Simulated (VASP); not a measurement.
# Al3InSb4 (P3m1) in VASP: a series of runs

Runs on Al3InSb4. Level: PBE. Tasks: single point.

Program: VASP 6.6.1. These are calculated values, not measurements. Logs are shortened: lines on timing, memory, paths and dates and some standing lists are left out, and cuts for length are marked.

## (1) The cell of the first run

It takes space group P3m1 (No. 156, trigonal). The conventional cell has a = 4.457 Å, b = 4.457 Å, c = 14.704 Å, α = 90.00°, β = 90.00°, γ = 120.00°. Within 3.6 Å of Al (site symmetry 3m) lie 4 Sb at 2.71 to 2.72 Å. Within 3.6 Å of Al (site symmetry 3m) lie 4 Sb at 2.69 to 2.72 Å. Al (site symmetry 3m) has 4 Sb at 2.71 to 2.72 Å within 3.6 Å. Within 3.7 Å of In (site symmetry 3m) lie 4 Sb at 2.80 to 2.86 Å. Sb (site symmetry 3m) has 4 Al at 2.71 to 2.72 Å within 3.6 Å. Within 3.6 Å of Sb (site symmetry 3m) lie 1 Al at 2.69 Å and 3 In at 2.80 Å. Within 3.6 Å of Sb (site symmetry 3m) lie 3 Al at 2.72 Å and 1 In at 2.86 Å. Within 3.6 Å of Sb (site symmetry 3m) lie 4 Al at 2.71 to 2.72 Å.

## (2) Single point, PBE

The input, INCAR:

```
SYSTEM = Al3InSb4
ALGO = Normal
EDIFF = 1E-6
ENCUT = 520
GGA = PE
ISIF = 2
ISMEAR = 0
LASPH = .TRUE.
LCHARG = .FALSE.
LREAL = .FALSE.
LWAVE = .FALSE.
NBANDS = 31
NELM = 80
PREC = Accurate
SIGMA = 0.02
```

The input, KPOINTS:

```
k-points
0
G
  12 12 4
  0 0 0
```

The input, POSCAR:

```
Al3InSb4
1.0
    4.4571140780     -0.0000000289      0.0000000000
   -2.2285570140      3.8599740335      0.0000000000
    0.0000000000      0.0000000000     14.7035832000
Al In Sb
3 1 4
Direct
    0.6666666667      0.3333333333      0.2557870000
    0.6666666667      0.3333333333      0.7439910000
    0.3333333333      0.6666666667      0.5001760000
    0.3333333333      0.6666666667      0.0019230000
    0.6666666667      0.3333333333      0.4401470000
    0.6666666667      0.3333333333      0.9271600000
    0.3333333333      0.6666666667      0.1966230000
    0.3333333333      0.6666666667      0.6843930000
```

Potentials or basis: VASP PAW PBE potentials, release 64 (Al, In_d, Sb).

The run is started by

```
cat potpaw_PBE.64/Al/POTCAR potpaw_PBE.64/In_d/POTCAR potpaw_PBE.64/Sb/POTCAR > POTCAR
mpirun -np 1 vasp_std > vasp.out
```

OUTCAR:

```text
SYSTEM = Al3InSb4
   EDIFF = 1E-6
   ENCUT = 520
   GGA = PE
   ISIF = 2
   ISMEAR = 0
   LASPH = .TRUE.
   LREAL = .FALSE.
   NELM = 80
   PREC = Accurate

 ion  position               nearest neighbor table
   1  0.667  0.333  0.256-   5 2.71   7 2.72   7 2.72   7 2.72
   2  0.667  0.333  0.744-   6 2.69   8 2.72   8 2.72   8 2.72
   3  0.333  0.667  0.500-   8 2.71   5 2.72   5 2.72   5 2.72
   4  0.333  0.667  0.002-   6 2.80   6 2.80   6 2.80   7 2.86
   5  0.667  0.333  0.440-   1 2.71   3 2.72   3 2.72   3 2.72
   6  0.667  0.333  0.927-   2 2.69   4 2.80   4 2.80   4 2.80
   7  0.333  0.667  0.197-   1 2.72   1 2.72   1 2.72   4 2.86
   8  0.333  0.667  0.684-   3 2.71   2 2.72   2 2.72   2 2.72

  LATTYP: Found a hexagonal cell.
 ALAT       =     4.4571140780
 C/A-ratio  =     3.2989021467

  Lattice vectors:

 A1 = (   4.4571140780,  -0.0000000289,   0.0000000000)
 A2 = (  -2.2285570140,   3.8599740335,   0.0000000000)
 A3 = (   0.0000000000,   0.0000000000,  14.7035832000)

Analysis of symmetry for initial positions (statically):
=====================================================================
 Subroutine PRICEL returns:
 Original cell was already a primitive cell.

 Routine SETGRP: Setting up the symmetry group for a
 hexagonal supercell.

 Subroutine GETGRP returns: Found  6 space group operations
 (whereof  6 operations were pure point group operations)
 out of a pool of 24 trial point group operations.

The static configuration has the point symmetry C_3v.

Analysis of symmetry for dynamics (positions and initial velocities):
=====================================================================
 Subroutine PRICEL returns:
 Original cell was already a primitive cell.

 Routine SETGRP: Setting up the symmetry group for a
 hexagonal supercell.

 Subroutine GETGRP returns: Found  6 space group operations
 (whereof  6 operations were pure point group operations)
 out of a pool of 24 trial point group operations.

The dynamic configuration has the point symmetry C_3v.

 Subroutine INISYM returns: Found  6 space group operations
 (whereof  6 operations are pure point group operations),
 and found     1 'primitive' translations

----------------------------------------------------------------------------------------

                                     Primitive cell

  volume of cell :     252.9655

  direct lattice vectors                    reciprocal lattice vectors
     4.457114078 -0.000000029  0.000000000     0.224360424  0.129534549  0.000000000
    -2.228557014  3.859974033  0.000000000     0.000000002  0.259069101  0.000000000
     0.000000000  0.000000000 14.703583200     0.000000000  0.000000000  0.068010633

  length of vectors
     4.457114078  4.457114078 14.703583200     0.259069101  0.259069101  0.068010633

  position of ions in fractional coordinates (direct lattice)
     0.666666667  0.333333333  0.255787000
     0.666666667  0.333333333  0.743991000
     0.333333333  0.666666667  0.500176000
     0.333333333  0.666666667  0.001923000
     0.666666667  0.333333333  0.440147000
     0.666666667  0.333333333  0.927160000
     0.333333333  0.666666667  0.196623000
     0.333333333  0.666666667  0.684393000

  ion indices of the primitive-cell ions
   primitive index   ion index
                 1           1
                 2           2
                 3           3
                 4           4
                 5           5
                 6           6
                 7           7
                 8           8

----------------------------------------------------------------------------------------

 KPOINTS: k-points

Automatic generation of k-mesh.
 Grid dimensions read from file:
 generate k-points for:   12   12    4

 Generating k-lattice:

  Cartesian coordinates                     Fractional coordinates (reciprocal lattice)
     0.018696702  0.010794546  0.000000000     0.083333333  0.000000000  0.000000000
     0.000000000  0.021589092  0.000000000     0.000000000  0.083333333  0.000000000
     0.000000000  0.000000000  0.017002658     0.000000000  0.000000000  0.250000000

  Length of vectors
     0.021589092  0.021589092  0.017002658

  Shift w.r.t. Gamma in fractional coordinates (k-lattice)
     0.000000000  0.000000000  0.000000000

 Subroutine IBZKPT returns following result:
 ===========================================

 Found     69 irreducible k-points:

 Following reciprocal coordinates:
            Coordinates               Weight
  0.000000  0.000000  0.000000      1.000000
  0.083333  0.000000  0.000000      6.000000
  0.166667  0.000000  0.000000      6.000000
  0.250000  0.000000  0.000000      6.000000
  0.333333  0.000000  0.000000      6.000000
  0.416667  0.000000  0.000000      6.000000
[... 16 lines left out ...]
  0.166667  0.000000  0.250000      6.000000
  0.000000  0.166667  0.250000      6.000000
 [... further k-points ...]
   k-points           NKPTS =     69   k-points in BZ     NKDIM =     69   number of bands    NBANDS=     31
   number of dos      NEDOS =    301   number of ions     NIONS =      8
   total plane-waves  NPLWV = 145152
   dimension x,y,z NGX =    36 NGY =   36 NGZ =  112
   dimension x,y,z NGXF=    72 NGYF=   72 NGZF=  224
   ions per type =               3   1   4
   NGX,Y,Z   is equivalent  to a cutoff of  13.43, 13.43, 12.66 a.u.
   NGXF,Y,Z  is equivalent  to a cutoff of  26.86, 26.86, 25.33 a.u.
 SYSTEM =  Al3InSb4
   PREC   = accura    normal or accurate (medium, high low for compatibility)
   ISTART =      0    job   : 0-new  1-cont  2-samecut
   ICHARG =      2    charge: 1-file 2-atom 10-const
   ISPIN  =      1    spin polarized calculation?
   LNONCOLLINEAR =      F non collinear calculations
   LSORBIT =      F    spin-orbit coupling
   LASPH  =      T    aspherical Exc in radial PAW
   ENCUT  =  520.0 eV  38.22 Ry    6.18 a.u.   8.29  8.29 27.34*2*pi/ulx,y,z
   NELM   =     80;   NELMIN=  2; NELMDL= -5     # of ELM steps
   EDIFF  = 0.1E-05   stopping-criterion for ELM
   LREAL  =      F    real-space projection
   EDIFFG = 0.1E-04   stopping-criterion for IOM
   NSW    =      0    number of steps for IOM
   IBRION =     -1    ionic relax: 0-MD 1-quasi-New 2-CG
   NFREE  =      0    steps in history (QN), initial steepest desc. (CG)
   ISIF   =      2    stress and relaxation
   ISYM   =      2    0-nonsym 1-usesym 2-fastsym
   POTIM  = 0.5000    time-step for ionic-motion
   TEBEG  =    0.0;   TEEND  =   0.0 temperature during run
   PSTRESS=    0.0 pullay stress
   NELECT =      42.0000    total number of electrons
   NUPDOWN=      -1.0000    fix difference up-down
   EMIN   =  10.00;   EMAX   =-10.00  energy-range for DOS
   EFERMI =   0.00;   METHOD = LEGACY
   ISMEAR =     0;   SIGMA  =   0.02  broadening in eV -4-tet -1-fermi 0-gaus
   EFERMI_NEDOS =   21; number of points for ismear=-14 and -15
   IALGO  =     38    algorithm
   IMIX   =      4    mixing-type and parameters
     AMIX     =   0.40;   BMIX     =  1.00
     AMIX_MAG =   1.60;   BMIX_MAG =  1.00
  volume/ion in A,a.u.               =      31.62       213.39
  Fermi-wavevector in a.u.,A,eV,Ry     =   0.899782  1.700342 11.015390  0.809608
  Thomas-Fermi vector in A             =   2.022659
   LORBIT       =      0    0 simple, 1 ext, 2 COOP (PROOUT), +10 PAW based schemes
   GGA     = PE    functional components
   LHFCALC =     F    Hartree Fock is set to
   AEXX    =    0.0000 exact exchange contribution
   IVDW    =     0    specifies the selected vdW correction
   LEPSILON=     F    determine dielectric tensor
   LRPA    =     F    only Hartree local field effects (RPA)
 non-spin polarized calculation
 Gauss-broadening in eV      SIGMA  =   0.02
  energy-cutoff  :      520.00
  volume of cell :      252.97
 maximum number of plane-waves:      6853
 NGX is ok and might be reduce to    36
   NGX = 17   NGY = 17   NGZ = 55

 number of electron      42.0000003 magnetization

 Free energy of the ion-electron system (eV)
  ---------------------------------------------------
  ext. energy  EPLUGINS =         0.00000000
  ---------------------------------------------------
  free energy    TOTEN  =       -31.42495718 eV

  energy without entropy =      -31.42495718  energy(sigma->0) =      -31.42495718

 E-fermi :   4.8442     XC(G=0):  -8.4724

 val. band max:        4.7031300454   @ k =   0.0000   0.0000   0.0000
 cond. band min:       5.2360811852   @ k =   0.0000   0.0000   0.0000
 fundamental gap:      0.5329511398
 Fermi energy:         4.8442106858

 k-point     1 :       0.0000    0.0000    0.0000
  band No.  band energies     occupation
      1      -9.8317      2.00000
      2      -9.8153      2.00000
      3      -9.8153      2.00000
      4      -9.7402      2.00000
      5      -9.7402      2.00000
      6      -6.0249      2.00000
[... 23 lines left out ...]
     30       7.8467      0.00000
     31       8.1333      0.00000

 k-point     2 :       0.0833    0.0000    0.0000
  band No.  band energies     occupation
      1      -9.8345      2.00000
      2      -9.8143      2.00000
      3      -9.8136      2.00000
      4      -9.7411      2.00000
      5      -9.7400      2.00000
      6      -5.9712      2.00000
[... 23 lines left out ...]
     30       8.0107      0.00000
     31       8.0406      0.00000

 k-point     3 :       0.1667    0.0000    0.0000
  band No.  band energies     occupation
      1      -9.8430      2.00000
      2      -9.8108      2.00000
      3      -9.8091      2.00000
      4      -9.7434      2.00000
      5      -9.7391      2.00000
      6      -5.8139      2.00000
[... 703 lines left out ...]
     30       8.3706      0.00000
     31       8.5020      0.00000

 k-point    24 :       0.0000    0.1667    0.2500
  band No.  band energies     occupation
      1      -9.8430      2.00000
      2      -9.8108      2.00000
      3      -9.8091      2.00000
      4      -9.7434      2.00000
      5      -9.7391      2.00000
      6      -5.7824      2.00000
[... 23 lines left out ...]
     30       8.3333      0.00000
     31       8.3652      0.00000

 [... further k-points ...]

------------------------ aborting loop because EDIFF is reached ----------------------------------------

  FORCE on cell =-STRESS in cart. coord.  units (eV):
  Direction    XX          YY          ZZ          XY          YZ          ZX
  --------------------------------------------------------------------------------------
  -------------------------------------------------------------------------------------
  Total        0.1609706      0.1609706      0.1839780     -0.0000000      0.0000000     -0.0000000
  in kB        1.0195202      1.0195202      1.1652391     -0.0000000      0.0000000     -0.0000000
  external PRESSURE =       1.0680932 kB  Pullay stress =       0.0000000 kB

 VOLUME and BASIS-vectors are now :
 -----------------------------------------------------------------------------
  energy-cutoff  :      520.00
  volume of cell :      252.97
      direct lattice vectors                 reciprocal lattice vectors
     4.457114078 -0.000000029  0.000000000     0.224360424  0.129534549  0.000000000
    -2.228557014  3.859974033  0.000000000     0.000000002  0.259069101  0.000000000
     0.000000000  0.000000000 14.703583200     0.000000000  0.000000000  0.068010633

 POSITION                                       TOTAL-FORCE (eV/Angst)
 -----------------------------------------------------------------------------------
      2.22856      1.28666      3.76099         0.000000      0.000000     -0.001342
      2.22856      1.28666     10.93933        -0.000000      0.000000     -0.002306
      0.00000      2.57332      7.35438        -0.000000      0.000000     -0.000546
      0.00000      2.57332      0.02827        -0.000000     -0.000000     -0.002570
      2.22856      1.28666      6.47174         0.000000     -0.000000      0.000380
      2.22856      1.28666     13.63257         0.000000     -0.000000      0.020382
      0.00000      2.57332      2.89106         0.000000     -0.000000     -0.014281
      0.00000      2.57332     10.06303         0.000000      0.000000      0.000284
 -----------------------------------------------------------------------------------
    total drift:                                0.000000     -0.000000     -0.000684

  FREE ENERGIE OF THE ION-ELECTRON SYSTEM (eV)
  ---------------------------------------------------
  free  energy   TOTEN  =       -31.4249571789 eV

  energy  without entropy=      -31.4249571789  energy(sigma->0) =      -31.42495718
```

Run time: 6.4 min. Hardware: 1 thread of Intel Xeon Platinum 8488C (Sapphire Rapids), shared host; peak memory 0.74 GiB.

What came out:

* Free energy: -31.4250 eV
* Pressure: 0.1 GPa
* Largest force: 0.020 eV/Å
* Band gap on the k mesh: 0.53 eV, direct

Forces on the atoms (eV/Å):
```
Al   0.000  0.000 -0.001
Al   0.000  0.000 -0.002
Al   0.000  0.000 -0.001
In   0.000  0.000 -0.003
Sb   0.000  0.000  0.000
Sb   0.000  0.000  0.020
Sb   0.000  0.000 -0.014
Sb   0.000  0.000  0.000
```

Caveat: spin-orbit coupling is left out, which moves the levels of the heavy elements. A k mesh can miss the band edges.

## (3) Single point, PBE

The input, INCAR:

```
SYSTEM = Al3InSb4
ALGO = Normal
EDIFF = 1E-7
ENCUT = 520
GGA = PE
ISIF = 2
ISMEAR = 0
LASPH = .TRUE.
LCHARG = .FALSE.
LREAL = .FALSE.
LWAVE = .FALSE.
NBANDS = 31
NELM = 100
PREC = Accurate
SIGMA = 0.1
```

The input, KPOINTS:

```
k-points
0
G
  6 6 2
  0 0 0
```

The input, POSCAR:

```
Al3InSb4
1.0
    4.4571141000      0.0000000000      0.0000000000
   -2.2285570000      3.8599740000      0.0000000000
    0.0000000000      0.0000000000     14.7035832000
Al In Sb
3 1 4
Direct
    0.6666667000      0.3333333000      0.2557870000
    0.6666667000      0.3333333000      0.7439910000
    0.3333333000      0.6666667000      0.5001760000
    0.3333333000      0.6666667000      0.0019230000
    0.6666667000      0.3333333000      0.4401470000
    0.6666667000      0.3333333000      0.9271600000
    0.3333333000      0.6666667000      0.1966230000
    0.3333333000      0.6666667000      0.6843930000
```

Potentials or basis: VASP PAW PBE potentials, release 64 (Al, In_d, Sb).

The run is started by

```
cat potpaw_PBE.64/Al/POTCAR potpaw_PBE.64/In_d/POTCAR potpaw_PBE.64/Sb/POTCAR > POTCAR
mpirun -np 1 vasp_std > vasp.out
```

Wall time 5.3 min (1 thread of Intel Xeon 8259CL, shared host); peak memory 0.44 GiB.

It converged, with:

```yaml
Free_energy: -31.3900 eV
Pressure: 0.1 GPa
Largest_force: 0.016 eV/Å
Band_gap_on_the_k_mesh: 0.53 eV, direct
```

Forces on the atoms (eV/Å):
```
Al   0.000  0.000 -0.001
Al   0.000  0.000  0.001
Al   0.000  0.000  0.000
In   0.000  0.000 -0.003
Sb   0.000  0.000 -0.002
Sb   0.000  0.000  0.016
Sb   0.000  0.000 -0.012
Sb   0.000  0.000  0.001
```

Stress tensor (GPa, compression positive):
```
0.14 0.00 0.00
0.00 0.14 0.00
0.00 0.00 0.03
```

Levels at points of the mesh, in eV from the valence-band top:
```
           k point  band 17  band 18  band 19  band 20  band 21  band 22  band 23  band 24  band 25  band 26
(0.00, 0.00, 0.00)    -0.64    -0.64    -0.37     0.00     0.00     0.53     0.58     1.07     1.42     2.56
(0.50, 0.00, 0.00)    -2.01    -1.96    -1.86    -1.72    -1.06     0.88     0.94     1.11     1.83     2.08
(0.00, 0.00, 0.50)    -1.03    -0.52    -0.52    -0.06    -0.06     0.57     0.87     1.51     1.63     2.66
(0.50, 0.00, 0.50)    -2.14    -1.80    -1.68    -1.48    -1.19     0.94     0.96     1.10     1.33     2.67
```

Caveat: spin-orbit coupling is left out, which moves the levels of the heavy elements.
